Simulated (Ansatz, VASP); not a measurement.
# In5Sb in VASP and in Ansatz

```
In Sb
1.0
     0.00000    4.44254    4.44254
     4.44254    0.00000    4.44254
     4.44254    4.44254    0.00000
In Sb
5 1
Direct
  0.12482 0.62506 0.62506
  0.62506 0.12482 0.62506
  0.25000 0.25000 0.25000
  0.62506 0.62506 0.12482
  0.62506 0.62506 0.62506
  0.00000 0.00000 0.00000
```

Change from the starting cell: species swapped into the CaAu5 type (F-43m, No. 216).

Alike in both runs: task relaxation of cell and atoms; functional PBE; k mesh 8 × 8 × 8; occupations gaussian, width 0.1 eV; no spin polarisation.

```csv
,VASP,Ansatz
version,VASP 6.6.1,Ansatz 0.2.0
potentials or method,"VASP PAW PBE potentials, release 64 (In_d, Sb), cutoff 600 eV","scalar-relativistic, plane waves, PAW"
valence electrons in the cell,70,80
```

```tsv
	VASP	Ansatz	Ansatz less VASP
gap on the k mesh at the Fermi level, each at its own relaxed structure (eV)	none	none	-
relaxed volume (Å³/atom)	29.12	29.11	-0.002
relaxed length of the cell vector where the two differ most in proportion (Å)	6.275	6.275	-0.0002
```

A gap of «none» marks a metal or a gap that the smearing closes. VASP's potentials hold 70 valence electrons a cell and Ansatz's 80, so a difference there can come from the potentials and not from the codes.

Neither program's run includes spin-orbit coupling.
